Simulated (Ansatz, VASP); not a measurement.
**Sb: VASP beside Ansatz**

```
CELL_PARAMETERS angstrom
3.38019 0.00000 0.00000
-1.69010 2.92733 0.00000
0.00000 0.00000 5.34771
ATOMIC_POSITIONS crystal
Sb 0.33333 0.66667 0.25000
Sb 0.66667 0.33333 0.75000
```

Change from the starting cell: volume scaled by 1.01, PAW files.

Alike in both runs: task electric field gradients; functional LDA; k mesh 12 × 12 × 7; occupations fermi-dirac, width 0.03 eV; no spin polarisation.

|  | VASP | Ansatz |
| --- | --- | --- |
| version | VASP 6.6.1 | Ansatz 0.2.0 |
| potentials or method | VASP PAW LDA potentials, release 64 (Sb) | PAW with Ansatz's default frozen-core files, scalar-relativistic |
| plane-wave cutoff (eV) | 520 | 420 |
| valence electrons in the cell | 10 | 30 |

Ansatz gave:

```
pressure (GPa)                                                : -2.0
traceless stress, the component that is largest in VASP (GPa) : -1.00
size of Vzz on the site where it differs most (V/Å²)          : 26.5
```

Question: Estimate VASP's values.

Answer: Pressure (GPa): -1.9; traceless stress, the component that is largest in VASP (GPa): -1.01; size of Vzz on the site where it differs most (V/Å²): 24.4.

LDA's correlation is that of Perdew and Zunger in VASP and of Perdew and Wang (1992) in Ansatz. VASP's potentials hold 10 valence electrons a cell and Ansatz's 30, so a difference there can come from the potentials and not from the codes.

Spin-orbit coupling is off throughout.
